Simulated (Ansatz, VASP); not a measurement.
# One calculation of CsLiIr, two programs

```xyz
6
Lattice="4.2056 0.0000 0.0000 0.0000 4.2056 0.0000 0.0000 0.0000 7.2558" Properties=species:S:1:pos:R:3 pbc="T T T"
Cs    2.1028    0.0000    4.7018
Cs    0.0000    2.1028    2.5540
Li    2.1028    0.0000    1.6725
Li    0.0000    2.1028    5.5833
Ir    0.0000    0.0000    0.0000
Ir    2.1028    2.1028    0.0000
```

Alike in both runs: task relaxation of cell and atoms; functional PBE; k mesh 4 × 4 × 4; occupations gaussian, width 0.1 eV; no spin polarisation.

```csv
,VASP,Ansatz
version,VASP 6.6.1,Ansatz 0.2.0
potentials or method,"VASP PAW PBE potentials, release 64 (Cs_sv, Li_sv, Ir), cutoff 750 eV","scalar-relativistic, plane waves, PAW"
valence electrons in the cell,42,58
```

```tsv
	VASP	Ansatz	Ansatz less VASP
gap on the k mesh at the Fermi level, each at its own relaxed structure (eV)	none	none	-
relaxed volume (Å³/atom)	28.32	29.87	+1.550
relaxed length of the cell vector where the two differ most in proportion (Å)	10.609	11.360	+0.7513
```

A gap of «none» marks a metal or a gap that the smearing closes. One of these differences is far larger than is usual between the two programs; its cause wasn't traced. VASP's potentials hold 42 valence electrons a cell and Ansatz's 58, so a difference there can come from the potentials and not from the codes.

The k mesh is coarse, so the values compare programs but aren't converged. Spin-orbit coupling is off throughout. Noted on VASP's run: the volume moved by over 15 % at a fixed basis, so the end points are rough.
